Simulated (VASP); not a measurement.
# HfC in VASP: settings compared, part 2 of 2

VASP 6.6.1. Earlier steps stand in the parts before.

## (3) Single point, PBEsol

File INCAR:

```
ALGO     = Normal         # electronic algorithm
EDIFF    = 1E-7           # SCF threshold, eV
ENCUT    = 520            # plane-wave cutoff, eV
GGA      = PS             # functional
ISIF     = 2              # what is computed and relaxed
ISMEAR   = -1             # smearing method
LASPH    = True           # aspherical terms in the spheres
LCHARG   = False          # write CHGCAR
LREAL    = False          # projectors in reciprocal space
LWAVE    = False          # write WAVECAR
NBANDS   = 14             # bands
NELM     = 100            # most SCF steps
PREC     = Accurate       # precision mode
SIGMA    = 0.05           # smearing width, eV
```

File KPOINTS:

```
k-points
0
Gamma
  6 6 6
```

File POSCAR:

```
HfC
1.0
    0.0000000000      2.3250000000      2.3250000000
    2.3250000000      0.0000000000      2.3250000000
    2.3250000000      2.3250000000      0.0000000000
Hf C
1 1
Direct
    0.4887240000      0.5083250000      0.4884190000
   -0.0098520000      0.0191000000     -0.0063350000
```

Potentials or basis: VASP PAW PBE potentials, release 64 (Hf_pv, C).

Command:

```
cat potpaw_PBE.64/Hf_pv/POTCAR potpaw_PBE.64/C/POTCAR > POTCAR
mpirun -np 1 vasp_std > vasp.out
```

It took 48 s on 1 thread of AMD EPYC 7R13, shared host; peak memory 0.14 GiB.

It converged, with:

```
Free energy            : -22.1597 eV
Pressure               : -6.8 GPa
Largest force          : 0.320 eV/Å
Band gap on the k mesh : zero (band 7 reaches 6.77 eV, above the bottom of band 8 at 5.50 eV)
```

Forces in eV/Å, atoms in the order of the input:
```
Hf   0.243  0.099  0.183
C   -0.243 -0.099 -0.183
```

Stress tensor (GPa, compression positive):
```
-6.63 -0.07 -0.14
-0.07 -6.89 -0.06
-0.14 -0.06 -6.76
```

Levels at points of the mesh, in eV from the Fermi level:
| k point | band 4 | band 5 | band 6 | band 7 | band 8 | band 9 | band 10 | band 11 |
| --- | --- | --- | --- | --- | --- | --- | --- | --- |
| (0.00, 0.00, 0.00) | -12.15 | 0.95 | 1.01 | 1.10 | 1.49 | 1.61 | 1.70 | 3.52 |
| (0.50, 0.00, 0.00) | -8.35 | -6.04 | -2.85 | -2.84 | 5.41 | 5.42 | 5.89 | 6.63 |
| (0.00, 0.50, 0.00) | -8.36 | -6.04 | -2.85 | -2.85 | 5.41 | 5.42 | 5.89 | 6.64 |
| (0.00, 0.00, 0.50) | -8.35 | -6.04 | -2.85 | -2.84 | 5.41 | 5.42 | 5.89 | 6.63 |
| (0.50, 0.50, 0.50) | -8.36 | -6.03 | -2.86 | -2.86 | 5.42 | 5.42 | 5.88 | 6.66 |
| (0.50, 0.50, 0.00) | -10.22 | -2.45 | -1.74 | 0.05 | 0.10 | 5.43 | 6.84 | 6.85 |
| (0.00, 0.50, 0.50) | -10.22 | -2.45 | -1.72 | 0.05 | 0.08 | 5.43 | 6.85 | 6.85 |
| (0.50, 0.00, 0.50) | -10.22 | -2.45 | -1.75 | 0.05 | 0.12 | 5.44 | 6.85 | 6.85 |

Caveat: the k points lie up to 0.39 Å⁻¹ apart; the PAW data sets were made with another functional, which shifts forces and pressure a little; spin-orbit coupling is left out, which moves the levels of the heavy elements.

## (4) Single point, PBEsol

File INCAR:

```
SYSTEM = HfC
  ALGO = Normal
  EDIFF = 1E-7
  ENCUT = 520
  GGA = PS
  ISIF = 2
  ISMEAR = -1
  LASPH = .True.
  LCHARG = .False.
  LREAL = .False.
  LWAVE = .False.
  NBANDS = 14
  NELM = 80
  PREC = Accurate
  SIGMA = 0.05
```

File KPOINTS:

```
k-points
0
Gamma
  6 6 6
  0 0 0
```

POSCAR is that of step 3.

Potentials or basis: VASP PAW PBE potentials, release 64 (Hf_pv, C).

Command:

```
cat potpaw_PBE.64/Hf_pv/POTCAR potpaw_PBE.64/C/POTCAR > POTCAR
mpirun -np 1 vasp_std > vasp.out
```

OUTCAR:

```text
SYSTEM = HfC
   EDIFF = 1E-7
   ENCUT = 520
   GGA = PS
   ISIF = 2
   ISMEAR = -1
   LASPH = .True.
   LREAL = .False.
   NELM = 80
   PREC = Accurate

 ion  position               nearest neighbor table
   1  0.489  0.508  0.488-   2 2.29   2 2.30   2 2.31   2 2.34   2 2.35   2 2.36
   2  0.990  0.019  0.994-   1 2.29   1 2.30   1 2.31   1 2.34   1 2.35   1 2.36

  LATTYP: Found a face centered cubic cell.
 ALAT       =     4.6500000000

  Lattice vectors:

 A1 = (   0.0000000000,   2.3250000000,   2.3250000000)
 A2 = (   2.3250000000,   0.0000000000,   2.3250000000)
[... 585 lines left out ...]
     11      12.3869      0.00000
     12      13.7708      0.00000
     13      17.0360      0.00000
     14      19.5279      0.00000

 [... further k-points ...]
[... 5 lines left out ...]
  --------------------------------------------------------------------------------------
  -------------------------------------------------------------------------------------
  Total       -1.0396181     -1.0803735     -1.0598602     -0.0116032     -0.0089224     -0.0214353
  in kB      -66.2652033    -68.8629502    -67.5554374     -0.7395842     -0.5687142     -1.3662845
  external PRESSURE =     -67.5611969 kB  Pullay stress =       0.0000000 kB

 VOLUME and BASIS-vectors are now :
 -----------------------------------------------------------------------------
  energy-cutoff  :      520.00
  volume of cell :       25.14
      direct lattice vectors                 reciprocal lattice vectors
     0.000000000  2.325000000  2.325000000    -0.215053763  0.215053763  0.215053763
     2.325000000  0.000000000  2.325000000     0.215053763 -0.215053763  0.215053763
     2.325000000  2.325000000  0.000000000     0.215053763  0.215053763 -0.215053763

 POSITION                                       TOTAL-FORCE (eV/Angst)
 -----------------------------------------------------------------------------------
      2.31743      2.27186      2.31814         0.243240      0.099376      0.183240
      2.35468      4.61237      2.34650        -0.243240     -0.099376     -0.183240
 -----------------------------------------------------------------------------------
    total drift:                                0.000086      0.000042      0.000055

  FREE ENERGIE OF THE ION-ELECTRON SYSTEM (eV)
  ---------------------------------------------------
  free  energy   TOTEN  =       -22.1597007485 eV

  energy  without entropy=      -22.1563754362  energy(sigma->0) =      -22.15803809
```

stdout:

```text
POSCAR found type information on POSCAR HfC
 POSCAR found :  2 types and       2 ions
 scaLAPACK will be used
 -----------------------------------------------------------------------------
|                                                                             |
|                                                                             |
|     You enforced a specific xc type in the INCAR file but a different       |
|     I HOPE YOU KNOW WHAT YOU ARE DOING!                                     |
|                                                                             |
 -----------------------------------------------------------------------------

 LDA part: xc-table for (Slater+PW92), standard interpolation
 POSCAR, INCAR and KPOINTS ok, starting setup
 FFT: planning ... GRIDC
 FFT: planning ... GRID_SOFT
 FFT: planning ... GRID
 WAVECAR not read
 entering main loop
```

Wall time 48 s (1 thread of AMD EPYC 7R13, shared host); peak memory 0.14 GiB.

Results:

```
Free energy            : -22.1597 eV
Pressure               : -6.8 GPa
Largest force          : 0.320 eV/Å
Band gap on the k mesh : zero (band 7 reaches 6.77 eV, above the bottom of band 8 at 5.50 eV)
```

Forces in eV/Å, atoms in the order of the input:
```
Hf   0.243  0.099  0.183
C   -0.243 -0.099 -0.183
```

Stress tensor (GPa, compression positive):
```
-6.63 -0.07 -0.14
-0.07 -6.89 -0.06
-0.14 -0.06 -6.76
```

Caveat: the k points lie up to 0.39 Å⁻¹ apart; the PAW data sets were made with another functional, which shifts forces and pressure a little; spin-orbit coupling is left out, which moves the levels of the heavy elements.

## (5) Single point, PBEsol+D4

This run uses another cell than the first one, of 12.13 Å³/atom, 0.965 times its volume.

File INCAR:

```
SYSTEM = HfC
ALGO = Normal ; EDIFF = 1E-6
ENCUT = 600 ; GGA = PS
GGA_COMPAT = .False. ; ISIF = 2
ISMEAR = -1 ; IVDW = 13
LASPH = .True. ; LCHARG = .False.
LREAL = .False. ; LWAVE = .False.
NBANDS = 14 ; NELM = 120
PREC = Accurate ; SIGMA = 0.05
```

File KPOINTS:

```
k-points
0
Gamma
  10 10 10
  0 0 0
```

File POSCAR:

```
HfC
1.0
    0.0000000000      2.2973724323      2.2973724323
    2.2973724323      0.0000000000      2.2973724323
    2.2973724323      2.2973724323      0.0000000000
Hf C
1 1
Direct
    0.5000000000      0.5000000000      0.5000000000
    0.0000000000      0.0000000000      0.0000000000
```

Command:

```
cat potpaw_PBE.64/Hf_pv/POTCAR potpaw_PBE.64/C/POTCAR > POTCAR
mpirun -np 1 vasp_std > vasp.out
```

It took 27 s on 1 thread of Intel Xeon Platinum 8375C at 2.90GHz (Ice Lake), shared host; peak memory 0.17 GiB.

The run converged. Its results:

```yaml
Free_energy: -22.4930 eV
Pressure: -0.4 GPa
Band_gap_on_the_k_mesh: zero (band 7 reaches 7.13 eV, above the bottom of band 8 at 5.69 eV)
Dispersion_energy_per_atom: -0.149 eV
```

Levels at points of the mesh, in eV from the Fermi level:
| k point | band 4 | band 5 | band 6 | band 7 | band 8 | band 9 | band 10 | band 11 |
| --- | --- | --- | --- | --- | --- | --- | --- | --- |
| (0.00, 0.00, 0.00) | -12.49 | 1.03 | 1.03 | 1.03 | 1.33 | 1.33 | 1.33 | 3.46 |
| (0.50, 0.00, 0.00) | -8.47 | -6.36 | -3.13 | -3.13 | 5.48 | 5.48 | 5.98 | 6.68 |
| (0.50, 0.50, 0.00) | -10.54 | -2.56 | -1.97 | -0.06 | -0.06 | 5.49 | 6.99 | 6.99 |

Caveat: the PAW data sets were made with another functional, which shifts forces and pressure a little; spin-orbit coupling is left out, which moves the levels of the heavy elements; pairwise dispersion overbinds metals, which lowers pressure and volume.

## (6) Single point, PBE

File INCAR:

```
  PREC = Accurate
  ENCUT = 600
  EDIFF = 1E-6
  ISMEAR = 0
  SIGMA = 0.014
  LREAL = False
  LASPH = True
  NELM = 120
  ALGO = Normal
  ISIF = 2
  LWAVE = False
  LCHARG = False
  GGA = PE
  NBANDS = 14
  GGA_COMPAT = False
```

File KPOINTS:

```
regular mesh
0
Gamma
  10 10 10
```

File POSCAR:

```
HfC
1.0
    0.0000000000      2.3250000000      2.3250000000
    2.3250000000      0.0000000000      2.3250000000
    2.3250000000      2.3250000000      0.0000000000
Hf C
1 1
Direct
    0.5000000000      0.5000000000      0.5000000000
    0.0000000000      0.0000000000      0.0000000000
```

Potentials or basis: VASP PAW PBE potentials, release 64 (Hf_pv, C).

Command:

```
cat potpaw_PBE.64/Hf_pv/POTCAR potpaw_PBE.64/C/POTCAR > POTCAR
mpirun -np 1 vasp_std > vasp.out
```

It took 26 s on 1 thread of Intel Xeon Platinum 8375C at 2.90GHz (Ice Lake), shared host; peak memory 0.16 GiB.

It converged, with:

* Free energy: -21.0439 eV
* Pressure: -0.5 GPa
* Band gap on the k mesh: zero (band 7 reaches 6.95 eV, above the bottom of band 8 at 5.55 eV)

Levels at points of the mesh, in eV from the Fermi level:
```csv
k point,band 5,band 6,band 7,band 8,band 9,band 10
"(0.00, 0.00, 0.00)",0.98,0.98,0.98,1.38,1.38,1.38
"(0.50, 0.00, 0.00)",-6.15,-3.00,-3.00,5.30,5.30,5.77
"(0.50, 0.50, 0.00)",-2.60,-1.79,-0.11,-0.11,5.29,6.72
```

Caveat: spin-orbit coupling is left out, which moves the levels of the heavy elements.

## (7) Overview

| task | level | cell | k mesh | cutoff (eV) | smearing | gap on the mesh (eV) | pressure (GPa) |
| --- | --- | --- | --- | --- | --- | --- | --- |
| relaxation of cell and atoms | r2SCAN | relaxed from a = 3.288 Å, angles 60.0°, 2 atoms | 10 × 10 × 10 | 600 | fermi-dirac 0.1 eV | none | -0.1 |
| single point | PBEsol | a = 3.288 Å, angles 60.0°, 2 atoms | 6 × 6 × 6 | 520 | fermi-dirac 0.05 eV | none | -6.8 |
| single point | PBEsol+D4 | a = 3.249 Å, angles 60.0°, 2 atoms | 10 × 10 × 10 | 600 | fermi-dirac 0.05 eV | none | -0.4 |
| single point | PBE | a = 3.288 Å, angles 60.0°, 2 atoms | 10 × 10 × 10 | 600 | gaussian 0.014 eV | none | -0.5 |

Some of these runs hold the atoms at other places in the same cell, which the table doesn't show; runs alike in all that it shows share one row.

Alike in all rows: potentials or basis VASP PAW PBE potentials, release 64 (Hf_pv, C); no spin polarisation.

Caveats: some runs use coarse meshes; spin-orbit coupling is left out, which moves the levels of the heavy elements; the PAW data sets were made with another functional, which shifts forces and pressure a little (some runs); pairwise dispersion overbinds metals, which lowers pressure and volume (some runs).

Total energies depend on the potentials used, so only differences within one code and one set of settings carry meaning.
